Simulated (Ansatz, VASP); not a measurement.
## Si2Sn: VASP beside Ansatz

INCAR

```
SYSTEM = Si2Sn
PREC     = Accurate       ! precision mode
ENCUT    = 600            ! plane-wave cutoff, eV
EDIFF    = 1E-6           ! SCF threshold, eV
ISMEAR   = 0              ! smearing method
SIGMA    = 0.2            ! smearing width, eV
LREAL    = .False.        ! projectors in reciprocal space
LASPH    = .True.         ! aspherical terms in the spheres
NELM     = 60             ! most SCF steps
ALGO     = Normal         ! electronic algorithm
ISIF     = 3              ! what is computed and relaxed
LWAVE    = .False.        ! write WAVECAR
LCHARG   = .False.        ! write CHGCAR
GGA      = PE             ! functional
IBRION   = 2              ! ionic algorithm
NSW      = 36             ! ionic steps
EDIFFG   = -0.08          ! ionic threshold
```

File KPOINTS:

```
Automatic mesh
0
Gamma
  5 5 2
  0 0 0
```

POSCAR

```
Si2Sn
1.0
    4.0900000000      0.0000000000      0.0000000000
   -2.0450000000      3.5420439000      0.0000000000
    0.0000000000      0.0000000000     10.0200000000
Si Sn
4 2
Direct
    0.6666666700      0.3333333300      0.2083000000
    0.0000000000      0.0000000000      0.1250000000
    0.3333333300      0.6666666700      0.7917000000
    0.0000000000      0.0000000000      0.8750000000
    0.3333333300      0.6666666700      0.5417000000
    0.6666666700      0.3333333300      0.4583000000
```

Input for Ansatz:

```yaml
crystal:
  lattice:
    - [4.09, 0.0, 0.0]
    - [-2.045, 3.5420439, 0.0]
    - [0.0, 0.0, 10.02]
  atoms:
    - { symbol: Si, position: [0.66666667, 0.33333333, 0.2083] }
    - { symbol: Si, position: [0.0, 0.0, 0.125] }
    - { symbol: Si, position: [0.33333333, 0.66666667, 0.7917] }
    - { symbol: Si, position: [0.0, 0.0, 0.875] }
    - { symbol: Sn, position: [0.33333333, 0.66666667, 0.5417] }
    - { symbol: Sn, position: [0.66666667, 0.33333333, 0.4583] }
basis:
  ecutwfc: 420
kpoints:
  mp_grid: { grid: [5, 5, 2] }
hamiltonian:
  xc: pbe
scf:
  occupations: { method: gaussian, width: 0.2 }
  lower_state_search: "off"
output:
  forces: true
  stress: true
  eigenvalues: true
relax:
  adjacent_minimum: "off"
  f_tol: 0.08
  max_steps: 16
  cell: { stress_tol: 0.8 }
```

Alike in both runs: task relaxation of cell and atoms; functional PBE; k mesh 5 × 5 × 2; occupations gaussian, width 0.2 eV; no spin polarisation.

```csv
,VASP,Ansatz
version,VASP 6.6.1,Ansatz 0.2.0
potentials or method,"VASP PAW PBE potentials, release 64 (Si, Sn_d), cutoff 600 eV","scalar-relativistic, plane waves, PAW"
valence electrons in the cell,44,44
```

Ansatz gave:

```
gap on the k mesh at the Fermi level, each at its own relaxed structure (eV) : none
relaxed volume (Å³/atom)                                                     : 24.86
relaxed cell length with the largest relative difference (Å)                 : 10.320
```

Task: Estimate VASP's values.

Result: gap on the k mesh at the Fermi level, each at its own relaxed structure (eV): none; relaxed volume (Å³/atom): 24.79; relaxed cell length with the largest relative difference (Å): 10.262.

A gap of «none» marks a metal or a gap that the smearing closes.
